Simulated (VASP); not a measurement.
# Ta (Fm-3m) in VASP: notebook

Runs on Ta. Level: PBEsol. Tasks: single point.

Program: VASP 6.6.1. These are calculated values, not measurements. Logs are shortened: lines on timing, memory, paths and dates and some standing lists are left out, and cuts for length are marked.

## Step 1: The cell of the first run

The structure is cubic, space group Fm-3m (No. 225). Conventional cell: a = 4.176 Å, b = 4.176 Å, c = 4.176 Å, α = 90.00°, β = 90.00°, γ = 90.00°. Within 3.9 Å of Ta (site symmetry m-3m) lie 12 Ta at 2.95 Å.

This isn't the form of Ta at room conditions, which is bcc.

## Step 2: Single point, PBEsol

INCAR reads:

```
ALGO = Normal ; EDIFF = 1E-7
ENCUT = 520 ; GGA = PS
ISIF = 2 ; ISMEAR = -1
LASPH = T ; LCHARG = T
LELF = T ; LREAL = F
LVHAR = T ; LWAVE = F
NBANDS = 12 ; NELM = 60
PREC = Accurate ; SIGMA = 0.1
```

KPOINTS reads:

```
k-points
0
Gamma
  21 21 21
```

POSCAR reads:

```
Ta
1.0
    0.0000000000      2.0881934083      2.0881934083
    2.0881934083      0.0000000000      2.0881934083
    2.0881934083      2.0881934083      0.0000000000
Ta
1
Direct
    0.0000000000      0.0000000000      0.0000000000
```

Potentials or basis: VASP PAW PBE potentials, release 64 (Ta_pv).

On the command line:

```console
$ cat potpaw_PBE.64/Ta_pv/POTCAR > POTCAR
$ mpirun -np 1 vasp_std > vasp.out
```

OUTCAR:

```text
EDIFF = 1E-7
   ENCUT = 520
   GGA = PS
   ISIF = 2
   ISMEAR = -1
   LASPH = T
   LREAL = F
   NELM = 60
   PREC = Accurate

 ion  position               nearest neighbor table
   1  0.000  0.000  0.000-

  LATTYP: Found a face centered cubic cell.
 ALAT       =     4.1763868166

  Lattice vectors:

 A1 = (   0.0000000000,   2.0881934083,   2.0881934083)
 A2 = (   2.0881934083,   0.0000000000,   2.0881934083)
 A3 = (   2.0881934083,   2.0881934083,   0.0000000000)

Analysis of symmetry for initial positions (statically):
=====================================================================
 Subroutine PRICEL returns:
 Original cell was already a primitive cell.

 Routine SETGRP: Setting up the symmetry group for a
 face centered cubic supercell.

 Subroutine GETGRP returns: Found 48 space group operations
 (whereof 48 operations were pure point group operations)
 out of a pool of 48 trial point group operations.

The static configuration has the point symmetry O_h .

Analysis of symmetry for dynamics (positions and initial velocities):
=====================================================================
 Subroutine PRICEL returns:
 Original cell was already a primitive cell.

 Routine SETGRP: Setting up the symmetry group for a
 face centered cubic supercell.

 Subroutine GETGRP returns: Found 48 space group operations
 (whereof 48 operations were pure point group operations)
 out of a pool of 48 trial point group operations.

The dynamic configuration has the point symmetry O_h .

 Subroutine INISYM returns: Found 48 space group operations
 (whereof 48 operations are pure point group operations),
 and found     1 'primitive' translations

----------------------------------------------------------------------------------------

                                     Primitive cell

  volume of cell :      18.2114

  direct lattice vectors                    reciprocal lattice vectors
     0.000000000  2.088193408  2.088193408    -0.239441422  0.239441422  0.239441422
     2.088193408  0.000000000  2.088193408     0.239441422 -0.239441422  0.239441422
     2.088193408  2.088193408  0.000000000     0.239441422  0.239441422 -0.239441422

  length of vectors
     2.953151439  2.953151439  2.953151439     0.414724709  0.414724709  0.414724709

  position of ions in fractional coordinates (direct lattice)
     0.000000000  0.000000000  0.000000000

  ion indices of the primitive-cell ions
   primitive index   ion index
                 1           1

----------------------------------------------------------------------------------------

[... 75 lines left out ...]
   ISIF   =      2    stress and relaxation
   ISYM   =      2    0-nonsym 1-usesym 2-fastsym
   POTIM  = 0.5000    time-step for ionic-motion
   TEBEG  =    0.0;   TEEND  =   0.0 temperature during run
   PSTRESS=    0.0 pullay stress
   NELECT =      11.0000    total number of electrons
   NUPDOWN=      -1.0000    fix difference up-down
   EMIN   =  10.00;   EMAX   =-10.00  energy-range for DOS
   EFERMI =   0.00;   METHOD = LEGACY
   ISMEAR =    -1;   SIGMA  =   0.10  broadening in eV -4-tet -1-fermi 0-gaus
   EFERMI_NEDOS =   21; number of points for ismear=-14 and -15
   IALGO  =     38    algorithm
   IMIX   =      4    mixing-type and parameters
     AMIX     =   0.40;   BMIX     =  1.00
     AMIX_MAG =   1.60;   BMIX_MAG =  1.00
  volume/ion in A,a.u.               =      18.21       122.90
  Fermi-wavevector in a.u.,A,eV,Ry     =   1.383858  2.615113 26.056031  1.915064
  Thomas-Fermi vector in A             =   2.508417
   LORBIT       =      0    0 simple, 1 ext, 2 COOP (PROOUT), +10 PAW based schemes
   GGA     = PS    functional components
   LHFCALC =     F    Hartree Fock is set to
   AEXX    =    0.0000 exact exchange contribution
   IVDW    =     0    specifies the selected vdW correction
   LEPSILON=     F    determine dielectric tensor
   LRPA    =     F    only Hartree local field effects (RPA)
 non-spin polarized calculation
  energy-cutoff  :      520.00
  volume of cell :       18.21
 maximum number of plane-waves:       531
 NGX is ok and might be reduce to    24
   NGX = 11   NGY = 11   NGZ = 11

 number of electron      11.0000001 magnetization

 Free energy of the ion-electron system (eV)
  ---------------------------------------------------
  ext. energy  EPLUGINS =         0.00000000
  ---------------------------------------------------
  free energy    TOTEN  =       -12.30646432 eV

  energy without entropy =      -12.26692933  energy(sigma->0) =      -12.28669683

 E-fermi :   5.6223     XC(G=0): -12.6745

 val. band max:        5.6102040044   @ k =   0.4762   0.0476   0.0000
 cond. band min:       5.6388573678   @ k =   0.4762   0.1429   0.0476
 fundamental gap:      0.0286533633
 Fermi energy:         5.6223123258

 k-point     1 :       0.0000    0.0000    0.0000
  band No.  band energies     occupation
      1     -27.8521      2.00000
      2     -27.8521      2.00000
      3     -27.8521      2.00000
      4      -2.6561      2.00000
      5       6.0376      0.03094
      6       6.0376      0.03094
      7       6.0376      0.03094
      8       9.1535      0.00000
      9       9.1535      0.00000
     10      18.2163      0.00000
     11      19.8152      0.00000
     12      23.1759      0.00000
[... 331 lines left out ...]
 k-point    24 :      -0.3810    0.0476    0.0000
  band No.  band energies     occupation
      1     -28.8700      2.00000
      2     -28.0145      2.00000
      3     -27.9825      2.00000
      4       0.8140      2.00000
      5       5.5527      1.33484
      6       5.9131      0.10351
      7       6.0015      0.04412
      8      10.6236      0.00000
      9      11.3511      0.00000
     10      16.5949      0.00000
     11      19.2024      0.00000
     12      19.8429      0.00000

 [... further k-points ...]
[... 5 lines left out ...]
  --------------------------------------------------------------------------------------
  -------------------------------------------------------------------------------------
  Total        0.0207488      0.0207488      0.0207488      0.0000000      0.0000000     -0.0000000
  in kB        1.8254167      1.8254167      1.8254167      0.0000000      0.0000000     -0.0000000
  external PRESSURE =       1.8254167 kB  Pullay stress =       0.0000000 kB

 VOLUME and BASIS-vectors are now :
 -----------------------------------------------------------------------------
  energy-cutoff  :      520.00
  volume of cell :       18.21
      direct lattice vectors                 reciprocal lattice vectors
     0.000000000  2.088193408  2.088193408    -0.239441422  0.239441422  0.239441422
     2.088193408  0.000000000  2.088193408     0.239441422 -0.239441422  0.239441422
     2.088193408  2.088193408  0.000000000     0.239441422  0.239441422 -0.239441422

 POSITION                                       TOTAL-FORCE (eV/Angst)
 -----------------------------------------------------------------------------------
      0.00000      0.00000      0.00000         0.000000      0.000000      0.000000
 -----------------------------------------------------------------------------------
    total drift:                               -0.000000      0.000000     -0.000000

  FREE ENERGIE OF THE ION-ELECTRON SYSTEM (eV)
  ---------------------------------------------------
  free  energy   TOTEN  =       -12.3064643224 eV

  energy  without entropy=      -12.2669293349  energy(sigma->0) =      -12.28669683
```

OSZICAR:

```text
N       E                     dE             d eps       ncg     rms          rms(c)
DAV:   1     0.611599930734E+02    0.61160E+02   -0.61593E+03  6864   0.877E+02
DAV:   2    -0.118009270696E+02   -0.72961E+02   -0.71244E+02  7640   0.243E+02
DAV:   3    -0.128425933849E+02   -0.10417E+01   -0.10319E+01  8212   0.275E+01
DAV:   4    -0.128453895222E+02   -0.27961E-02   -0.27959E-02  7616   0.161E+00
DAV:   5    -0.128453987661E+02   -0.92439E-05   -0.92437E-05  8264   0.884E-02    0.133E+01
DAV:   6    -0.124355748063E+02    0.40982E+00   -0.31976E-01  8204   0.598E+00    0.641E+00
DAV:   7    -0.123085379116E+02    0.12704E+00   -0.36220E-01  8008   0.544E+00    0.344E-01
DAV:   8    -0.123067257506E+02    0.18122E-02   -0.10160E-02  7576   0.951E-01    0.285E-01
DAV:   9    -0.123064664095E+02    0.25934E-03   -0.50645E-04  7828   0.219E-01    0.227E-02
DAV:  10    -0.123064642712E+02    0.21384E-05   -0.91191E-06  7864   0.300E-02    0.327E-03
DAV:  11    -0.123064643224E+02   -0.51297E-07   -0.16011E-07  6196   0.448E-03
   1 F= -.12306464E+02 E0= -.12286697E+02  d E =-.395350E-01
```

Run time: 44 s. Hardware: 1 thread of Intel Xeon 8259CL, shared host; peak memory 0.19 GiB.

Results:

- Free energy: -12.3065 eV
- Pressure: 0.2 GPa
- Band gap on the k mesh: zero (an odd number of electrons rules out a gap without spin polarisation)

Caveat: the PAW data sets were made with another functional, which shifts forces and pressure a little; spin-orbit coupling is left out, which moves the levels of the heavy elements.

## Step 3: Single point, PBEsol (18.21 Å³/atom)

INCAR reads:

```
SYSTEM = Ta
PREC     = Accurate       ! precision mode
ENCUT    = 520            ! plane-wave cutoff, eV
EDIFF    = 1E-6           ! SCF threshold, eV
ISMEAR   = -1             ! smearing method
SIGMA    = 0.1            ! smearing width, eV
LREAL    = .FALSE.        ! projectors in reciprocal space
LASPH    = .TRUE.         ! aspherical terms in the spheres
NELM     = 60             ! most SCF steps
ALGO     = Normal         ! electronic algorithm
ISIF     = 2              ! what is computed and relaxed
LWAVE    = .FALSE.        ! write WAVECAR
LCHARG   = .FALSE.        ! write CHGCAR
GGA      = PS             ! functional
NBANDS   = 12             ! bands
```

KPOINTS reads:

```
Automatic mesh
0
G
  21 21 21
  0 0 0
```

POSCAR is that of step 2.

Potentials or basis: VASP PAW PBE potentials, release 64 (Ta_pv).

On the command line:

```console
$ cat potpaw_PBE.64/Ta_pv/POTCAR > POTCAR
$ mpirun -np 1 vasp_std > vasp.out
```

It took 62 s on 1 thread of Intel Xeon 8259CL, shared host; peak memory 0.19 GiB.

Results (log left out):

* Free energy: -12.3065 eV
* Pressure: 0.2 GPa
* Band gap on the k mesh: zero (an odd number of electrons rules out a gap without spin polarisation)

Levels at points of the mesh, in eV from the Fermi level:
```tsv
k point	band 2	band 3	band 4	band 5	band 6	band 7	band 8	band 9
(0.00, 0.00, 0.00)	-33.47	-33.47	-8.28	0.42	0.42	0.42	3.53	3.53
```

Caveat: the PAW data sets were made with another functional, which shifts forces and pressure a little; spin-orbit coupling is left out, which moves the levels of the heavy elements.

## Step 4: Single point, PBEsol (18.94 Å³/atom)

This run uses another cell than the first one, of 18.94 Å³/atom.

INCAR reads:

```
SYSTEM = Ta
ALGO = Normal
EDIFF = 1E-6
ENCUT = 520
GGA = PS
ISIF = 2
ISMEAR = -1
LASPH = .True.
LCHARG = .True.
LELF = .True.
LREAL = .False.
LVHAR = .True.
LWAVE = .False.
NBANDS = 12
NELM = 80
PREC = Accurate
SIGMA = 0.1
```

KPOINTS reads:

```
k-points
0
Gamma
  21 21 21
  0 0 0
```

POSCAR reads:

```
Ta
1.0
    0.0000000000      2.1156727886      2.1156727886
    2.1156727886      0.0000000000      2.1156727886
    2.1156727886      2.1156727886      0.0000000000
Ta
1
Direct
    0.0000000000      0.0000000000      0.0000000000
```

On the command line:

```console
$ cat potpaw_PBE.64/Ta_pv/POTCAR > POTCAR
$ mpirun -np 1 vasp_std > vasp.out
```

It took 66 s on 1 thread of Intel Xeon 8259CL, shared host; peak memory 0.19 GiB.

It converged, with:

* Free energy: -12.2900 eV
* Pressure: -7.2 GPa
* Band gap on the k mesh: zero (an odd number of electrons rules out a gap without spin polarisation)

Levels at points of the mesh, in eV from the Fermi level:
```csv
k point,band 1,band 2,band 3,band 4,band 5,band 6,band 7,band 8,band 9,band 10
"(0.00, 0.00, 0.00)",-33.62,-33.62,-33.62,-8.11,0.43,0.43,0.43,3.38,3.38,12.48
```

Caveat: the cell stands under tension; the PAW data sets were made with another functional, which shifts forces and pressure a little; spin-orbit coupling is left out, which moves the levels of the heavy elements.

## Step 5: Single point, PBEsol (19.67 Å³/atom)

This run uses another cell than the first one, of 19.67 Å³/atom.

INCAR reads:

```
SYSTEM = Ta
ALGO = Normal
EDIFF = 1E-7
ENCUT = 520
GGA = PS
ISIF = 2
ISMEAR = -1
LASPH = .TRUE.
LCHARG = .TRUE.
LELF = .TRUE.
LREAL = .FALSE.
LVHAR = .TRUE.
LWAVE = .FALSE.
NBANDS = 12
NELM = 60
PREC = Accurate
SIGMA = 0.1
```

KPOINTS reads:

```
k-points
0
G
  21 21 21
  0 0 0
```

POSCAR reads:

```
Ta
1.0
    0.0000000000      2.1424563001      2.1424563001
    2.1424563001      0.0000000000      2.1424563001
    2.1424563001      2.1424563001      0.0000000000
Ta
1
Direct
    0.0000000000      0.0000000000      0.0000000000
```

On the command line:

```console
$ cat potpaw_PBE.64/Ta_pv/POTCAR > POTCAR
$ mpirun -np 1 vasp_std > vasp.out
```

It took 69 s on 1 thread of Intel Xeon 8259CL, shared host; peak memory 0.19 GiB.

Results (log left out):

```yaml
Free_energy: -12.2429 eV
Pressure: -13.4 GPa
Band_gap_on_the_k_mesh: zero (an odd number of electrons rules out a gap without spin polarisation)
```

Levels at points of the mesh, in eV from the Fermi level:
| k point | band 1 | band 2 | band 3 | band 4 | band 5 | band 6 | band 7 | band 8 | band 9 | band 10 |
| --- | --- | --- | --- | --- | --- | --- | --- | --- | --- | --- |
| (0.00, 0.00, 0.00) | -33.76 | -33.76 | -33.76 | -7.94 | 0.44 | 0.44 | 0.44 | 3.24 | 3.24 | 12.37 |

Caveat: the cell stands under tension; the PAW data sets were made with another functional, which shifts forces and pressure a little; spin-orbit coupling is left out, which moves the levels of the heavy elements.

## Step 6: Single point, PBEsol (20.40 Å³/atom)

This run uses another cell than the first one, of 20.40 Å³/atom.

INCAR reads:

```
PREC     = Accurate       # precision mode
ENCUT    = 520            # plane-wave cutoff, eV
EDIFF    = 1E-7           # SCF threshold, eV
ISMEAR   = -1             # smearing method
SIGMA    = 0.1            # smearing width, eV
LREAL    = False          # projectors in reciprocal space
LASPH    = True           # aspherical terms in the spheres
NELM     = 60             # most SCF steps
ALGO     = Normal         # electronic algorithm
ISIF     = 2              # what is computed and relaxed
LWAVE    = False          # write WAVECAR
LCHARG   = True           # write CHGCAR
GGA      = PS             # functional
LELF     = True           # ELF
LVHAR    = True         
NBANDS   = 12             # bands
```

KPOINTS reads:

```
regular mesh
0
Gamma
  21 21 21
```

POSCAR reads:

```
Ta
1.0
    0.0000000000      2.1685863912      2.1685863912
    2.1685863912      0.0000000000      2.1685863912
    2.1685863912      2.1685863912      0.0000000000
Ta
1
Direct
    0.0000000000      0.0000000000      0.0000000000
```

Potentials or basis: VASP PAW PBE potentials, release 64 (Ta_pv).

On the command line:

```console
$ cat potpaw_PBE.64/Ta_pv/POTCAR > POTCAR
$ mpirun -np 1 vasp_std > vasp.out
```

It took 55 s on 1 thread of Intel Xeon 8259CL, shared host; peak memory 0.19 GiB.

Results (log left out):

```yaml
Free_energy: -12.1703 eV
Pressure: -18.5 GPa
Band_gap_on_the_k_mesh: zero (an odd number of electrons rules out a gap without spin polarisation)
```

Levels at points of the mesh, in eV from the Fermi level:
```csv
k point,band 2,band 3,band 4,band 5,band 6,band 7,band 8,band 9
"(0.00, 0.00, 0.00)",-33.89,-33.89,-7.78,0.45,0.45,0.45,3.11,3.11
```

Caveat: the cell stands under tension; the PAW data sets were made with another functional, which shifts forces and pressure a little; spin-orbit coupling is left out, which moves the levels of the heavy elements.

## Step 7: Overview

```csv
cell,gap on the mesh (eV),pressure (GPa)
"a = 2.953 Å, angles 60.0°, 1 atom",none,0.2
"a = 2.992 Å, angles 60.0°, 1 atom",none,-7.2
"a = 3.030 Å, angles 60.0°, 1 atom",none,-13.4
"a = 3.067 Å, angles 60.0°, 1 atom",none,-18.5
```

Alike in all rows: task single point; level PBEsol; potentials or basis VASP PAW PBE potentials, release 64 (Ta_pv); no spin polarisation; k mesh 21 × 21 × 21; cutoff (eV) 520; smearing fermi-dirac 0.1 eV.

Caveats: the PAW data sets were made with another functional, which shifts forces and pressure a little; spin-orbit coupling is left out, which moves the levels of the heavy elements; the cell stands under tension (at least some runs).

Total energies depend on the potentials used, so only differences within one code and one set of settings carry meaning.
